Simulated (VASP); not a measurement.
# CdTe in VASP: notebook

The runs below take CdTe through single point, with PBEsol.

All numbers are computed with VASP 6.6.1; they aren't measurements. Logs are shortened: lines on timing, memory, paths and dates and some standing lists are left out, and cuts for length are marked.

### 1 The cell of the first run

The typed cell holds 4 atoms: a = 4.236 Å, b = 4.236 Å, c = 6.015 Å, α = 90.00°, β = 90.00°, γ = 90.00°.

### 2 Single point, PBEsol

Input file INCAR:

```
SYSTEM = CdTe
ALGO = Normal ; EDIFF = 1E-6
ENCUT = 520 ; GGA = PS
ISIF = 2 ; ISMEAR = -1
LASPH = .True. ; LCHARG = .False.
LREAL = .False. ; LWAVE = .False.
NBANDS = 26 ; NELM = 80
PREC = Accurate ; SIGMA = 0.05
```

Input file KPOINTS:

```
k-points
0
Gamma
  8 8 6
  0 0 0
```

Input file POSCAR:

```
CdTe
1.0
    2.9949950706     -2.9950188468      0.0000000000
    2.9949950706      2.9950188468      0.0000000000
    0.0000000000      0.0000000000      6.0152899029
Cd Te
2 2
Direct
    0.2500061465      0.7499938535      0.7500000000
    0.7499938535      0.2500061465      0.2500000000
    0.7499794732      0.2500205268      0.7500000000
    0.2500205268      0.7499794732      0.2500000000
```

Potentials or basis: VASP PAW PBE potentials, release 64 (Cd, Te).

Command:

```bash
> cat potpaw_PBE.64/Cd/POTCAR potpaw_PBE.64/Te/POTCAR > POTCAR
> mpirun -np 1 vasp_std > vasp.out
```

OUTCAR:

```text
SYSTEM = CdTe
   EDIFF = 1E-6
   ENCUT = 520
   GGA = PS
   ISIF = 2
   ISMEAR = -1
   LASPH = .True.
   LREAL = .False.
   NELM = 80
   PREC = Accurate

 ion  position               nearest neighbor table
   1  0.250  0.750  0.750-   3 2.99   3 2.99   3 2.99   3 3.00   4 3.01   4 3.01
   2  0.750  0.250  0.250-   4 2.99   4 2.99   4 2.99   4 3.00   3 3.01   3 3.01
   3  0.750  0.250  0.750-   1 2.99   1 2.99   1 2.99   1 3.00   2 3.01   2 3.01
   4  0.250  0.750  0.250-   2 2.99   2 2.99   2 2.99   2 3.00   1 3.01   1 3.01

  LATTYP: Found a simple tetragonal cell.
 ALAT       =     4.2355794604
 C/A-ratio  =     1.4201811013

  Lattice vectors:

 A1 = (   2.9949950706,  -2.9950188468,   0.0000000000)
 A2 = (   2.9949950706,   2.9950188468,   0.0000000000)
 A3 = (   0.0000000000,   0.0000000000,   6.0152899029)

Analysis of symmetry for initial positions (statically):
=====================================================================
 Subroutine PRICEL returns:
 Original cell was already a primitive cell.

 Routine SETGRP: Setting up the symmetry group for a
 simple tetragonal supercell.

 Subroutine GETGRP returns: Found  8 space group operations
 (whereof  4 operations were pure point group operations)
 out of a pool of 16 trial point group operations.

The static configuration has the point symmetry C_2h.
 The point group associated with its full space group is D_2h.

Analysis of symmetry for dynamics (positions and initial velocities):
=====================================================================
 Subroutine PRICEL returns:
 Original cell was already a primitive cell.

 Routine SETGRP: Setting up the symmetry group for a
 simple tetragonal supercell.

 Subroutine GETGRP returns: Found  8 space group operations
 (whereof  4 operations were pure point group operations)
 out of a pool of 16 trial point group operations.

The dynamic configuration has the point symmetry C_2h.
 The point group associated with its full space group is D_2h.

 Subroutine INISYM returns: Found  8 space group operations
 (whereof  4 operations are pure point group operations),
 and found     1 'primitive' translations

----------------------------------------------------------------------------------------

                                     Primitive cell

  volume of cell :     107.9151

  direct lattice vectors                    reciprocal lattice vectors
     2.994995071 -2.995018847  0.000000000     0.166945183 -0.166943858  0.000000000
     2.994995071  2.995018847  0.000000000     0.166945183  0.166943858  0.000000000
     0.000000000  0.000000000  6.015289903     0.000000000  0.000000000  0.166243027

  length of vectors
     4.235579460  4.235579460  6.015289903     0.236095205  0.236095205  0.166243027

  position of ions in fractional coordinates (direct lattice)
     0.250006146  0.749993854  0.750000000
     0.749993854  0.250006146  0.250000000
     0.749979473  0.250020527  0.750000000
     0.250020527  0.749979473  0.250000000

  ion indices of the primitive-cell ions
   primitive index   ion index
                 1           1
                 2           2
                 3           3
                 4           4

----------------------------------------------------------------------------------------

 KPOINTS: k-points

Automatic generation of k-mesh.
 Grid dimensions read from file:
 generate k-points for:    8    8    6

 Generating k-lattice:

  Cartesian coordinates                     Fractional coordinates (reciprocal lattice)
     0.020868148 -0.020867982  0.000000000     0.125000000  0.000000000  0.000000000
     0.020868148  0.020867982  0.000000000     0.000000000  0.125000000  0.000000000
     0.000000000  0.000000000  0.027707171     0.000000000  0.000000000  0.166666667

  Length of vectors
     0.029511901  0.029511901  0.027707171

  Shift w.r.t. Gamma in fractional coordinates (k-lattice)
     0.000000000  0.000000000  0.000000000

 Subroutine IBZKPT returns following result:
 ===========================================

 Found     84 irreducible k-points:

 Following reciprocal coordinates:
            Coordinates               Weight
  0.000000  0.000000  0.000000      1.000000
  0.125000  0.000000  0.000000      4.000000
  0.250000  0.000000  0.000000      4.000000
  0.375000  0.000000  0.000000      4.000000
  0.500000  0.000000  0.000000      2.000000
  0.125000  0.125000  0.000000      2.000000
[... 16 lines left out ...]
  0.125000  0.000000  0.166667      8.000000
  0.250000  0.000000  0.166667      8.000000
 [... further k-points ...]
   k-points           NKPTS =     84   k-points in BZ     NKDIM =     84   number of bands    NBANDS=     26
   number of dos      NEDOS =    301   number of ions     NIONS =      4
   total plane-waves  NPLWV =  49152
   dimension x,y,z NGX =    32 NGY =   32 NGZ =   48
   dimension x,y,z NGXF=    64 NGYF=   64 NGZF=   96
   ions per type =               2   2
   NGX,Y,Z   is equivalent  to a cutoff of  12.56, 12.56, 13.27 a.u.
   NGXF,Y,Z  is equivalent  to a cutoff of  25.12, 25.12, 26.53 a.u.
 SYSTEM =  CdTe
   PREC   = accura    normal or accurate (medium, high low for compatibility)
   ISTART =      0    job   : 0-new  1-cont  2-samecut
   ICHARG =      2    charge: 1-file 2-atom 10-const
   ISPIN  =      1    spin polarized calculation?
   LNONCOLLINEAR =      F non collinear calculations
   LSORBIT =      F    spin-orbit coupling
   LASPH  =      T    aspherical Exc in radial PAW
   ENCUT  =  520.0 eV  38.22 Ry    6.18 a.u.   7.88  7.88 11.18*2*pi/ulx,y,z
   NELM   =     80;   NELMIN=  2; NELMDL= -5     # of ELM steps
   EDIFF  = 0.1E-05   stopping-criterion for ELM
   LREAL  =      F    real-space projection
   EDIFFG = 0.1E-04   stopping-criterion for IOM
   NSW    =      0    number of steps for IOM
   IBRION =     -1    ionic relax: 0-MD 1-quasi-New 2-CG
   NFREE  =      0    steps in history (QN), initial steepest desc. (CG)
   ISIF   =      2    stress and relaxation
   ISYM   =      2    0-nonsym 1-usesym 2-fastsym
   POTIM  = 0.5000    time-step for ionic-motion
   TEBEG  =    0.0;   TEEND  =   0.0 temperature during run
   PSTRESS=    0.0 pullay stress
   NELECT =      36.0000    total number of electrons
   NUPDOWN=      -1.0000    fix difference up-down
   EMIN   =  10.00;   EMAX   =-10.00  energy-range for DOS
   EFERMI =   0.00;   METHOD = LEGACY
   ISMEAR =    -1;   SIGMA  =   0.05  broadening in eV -4-tet -1-fermi 0-gaus
   EFERMI_NEDOS =   21; number of points for ismear=-14 and -15
   IALGO  =     38    algorithm
   IMIX   =      4    mixing-type and parameters
     AMIX     =   0.40;   BMIX     =  1.00
     AMIX_MAG =   1.60;   BMIX_MAG =  1.00
  volume/ion in A,a.u.               =      26.98       182.06
  Fermi-wavevector in a.u.,A,eV,Ry     =   1.135398  2.145592 17.539670  1.289129
  Thomas-Fermi vector in A             =   2.272103
   LORBIT       =      0    0 simple, 1 ext, 2 COOP (PROOUT), +10 PAW based schemes
   GGA     = PS    functional components
   LHFCALC =     F    Hartree Fock is set to
   AEXX    =    0.0000 exact exchange contribution
   IVDW    =     0    specifies the selected vdW correction
   LEPSILON=     F    determine dielectric tensor
   LRPA    =     F    only Hartree local field effects (RPA)
 non-spin polarized calculation
  energy-cutoff  :      520.00
  volume of cell :      107.92
 maximum number of plane-waves:      2930
   NGX = 15   NGY = 15   NGZ = 23

 number of electron      36.0000014 magnetization

 Free energy of the ion-electron system (eV)
  ---------------------------------------------------
  ext. energy  EPLUGINS =         0.00000000
  ---------------------------------------------------
  free energy    TOTEN  =       -10.49897965 eV

  energy without entropy =      -10.48168038  energy(sigma->0) =      -10.49033002

 E-fermi :   4.3037     XC(G=0): -10.1323

 val. band max:        4.2894689509   @ k =   0.5000   0.0000   0.3333
 cond. band min:       4.3142507700   @ k =   0.0000   0.0000   0.3333
 fundamental gap:      0.0247818191
 Fermi energy:         4.3037071545

 k-point     1 :       0.0000    0.0000    0.0000
  band No.  band energies     occupation
      1      -7.6253      2.00000
      2      -6.6859      2.00000
      3      -4.0616      2.00000
      4      -4.0258      2.00000
      5      -4.0179      2.00000
      6      -3.9810      2.00000
[... 18 lines left out ...]
     25      12.0912      0.00000
     26      12.1977      0.00000

 k-point     2 :       0.1250    0.0000    0.0000
  band No.  band energies     occupation
      1      -7.5336      2.00000
      2      -6.6414      2.00000
      3      -4.0517      2.00000
      4      -4.0504      2.00000
      5      -4.0264      2.00000
      6      -3.9989      2.00000
[... 18 lines left out ...]
     25      11.5339      0.00000
     26      12.2755      0.00000

 k-point     3 :       0.2500    0.0000    0.0000
  band No.  band energies     occupation
      1      -7.2772      2.00000
      2      -6.5402      2.00000
      3      -4.1078      2.00000
      4      -4.0733      2.00000
      5      -4.0583      2.00000
      6      -4.0323      2.00000
[... 18 lines left out ...]
     25      11.4164      0.00000
     26      11.8155      0.00000

 k-point     4 :       0.3750    0.0000    0.0000
  band No.  band energies     occupation
      1      -6.9230      2.00000
      2      -6.4840      2.00000
      3      -4.1616      2.00000
      4      -4.1453      2.00000
      5      -4.0929      2.00000
      6      -4.0335      2.00000
[... 18 lines left out ...]
     25      10.1833      0.00000
     26      11.5769      0.00000
[... 496 lines left out ...]
      1      -7.5461      2.00000
      2      -6.7144      2.00000
      3      -4.0562      2.00000
      4      -4.0452      2.00000
      5      -4.0219      2.00000
      6      -3.9864      2.00000
[... 18 lines left out ...]
     25      11.3278      0.00000
     26      12.7477      0.00000

 k-point    23 :       0.1250    0.0000    0.1667
  band No.  band energies     occupation
      1      -7.4555      2.00000
      2      -6.6646      2.00000
      3      -4.0538      2.00000
      4      -4.0507      2.00000
      5      -4.0471      2.00000
      6      -4.0047      2.00000
[... 18 lines left out ...]
     25      11.8425      0.00000
     26      12.0214      0.00000

 k-point    24 :       0.2500    0.0000    0.1667
  band No.  band energies     occupation
      1      -7.2027      2.00000
      2      -6.5471      2.00000
      3      -4.1120      2.00000
      4      -4.0811      2.00000
      5      -4.0808      2.00000
      6      -4.0315      2.00000
[... 18 lines left out ...]
     25      11.0795      0.00000
     26      11.6210      0.00000

 [... further k-points ...]

------------------------ aborting loop because EDIFF is reached ----------------------------------------

  FORCE on cell =-STRESS in cart. coord.  units (eV):
  Direction    XX          YY          ZZ          XY          YZ          ZX
  --------------------------------------------------------------------------------------
  -------------------------------------------------------------------------------------
  Total        0.1769159      0.1765612      0.1839529      0.0000000      0.0000000      0.0000000
  in kB        2.6266075      2.6213410      2.7310843      0.0000000      0.0000000      0.0000000
  external PRESSURE =       2.6596776 kB  Pullay stress =       0.0000000 kB

 VOLUME and BASIS-vectors are now :
 -----------------------------------------------------------------------------
  energy-cutoff  :      520.00
  volume of cell :      107.92
      direct lattice vectors                 reciprocal lattice vectors
     2.994995071 -2.995018847  0.000000000     0.166945183 -0.166943858  0.000000000
     2.994995071  2.995018847  0.000000000     0.166945183  0.166943858  0.000000000
     0.000000000  0.000000000  6.015289903     0.000000000  0.000000000  0.166243027

 POSITION                                       TOTAL-FORCE (eV/Angst)
 -----------------------------------------------------------------------------------
      2.99500      1.49747      4.51147         0.000000      0.000372     -0.000000
      2.99500     -1.49747      1.50382         0.000000     -0.000372      0.000000
      2.99500     -1.49739      4.51147         0.000000     -0.000547      0.000000
      2.99500      1.49739      1.50382         0.000000      0.000547     -0.000000
 -----------------------------------------------------------------------------------
    total drift:                               -0.000000     -0.000000      0.000000

  FREE ENERGIE OF THE ION-ELECTRON SYSTEM (eV)
  ---------------------------------------------------
  free  energy   TOTEN  =       -10.4989796532 eV

  energy  without entropy=      -10.4816803772  energy(sigma->0) =      -10.49033002
```

Wall time 2.4 min (1 thread of Intel Xeon Platinum 8259CL at 2.50GHz (Skylake/Cascade Lake), shared host); peak memory 0.35 GiB.

What came out:

```
Free energy            : -10.4990 eV
Pressure               : 0.3 GPa
Band gap on the k mesh : zero (bands 18 and 19 overlap by 1.49 eV)
```

Caveat: the PAW data sets were made with another functional, which shifts forces and pressure a little; spin-orbit coupling is left out, which moves the levels of the heavy elements.

(Part 1 of 2 ends here.)
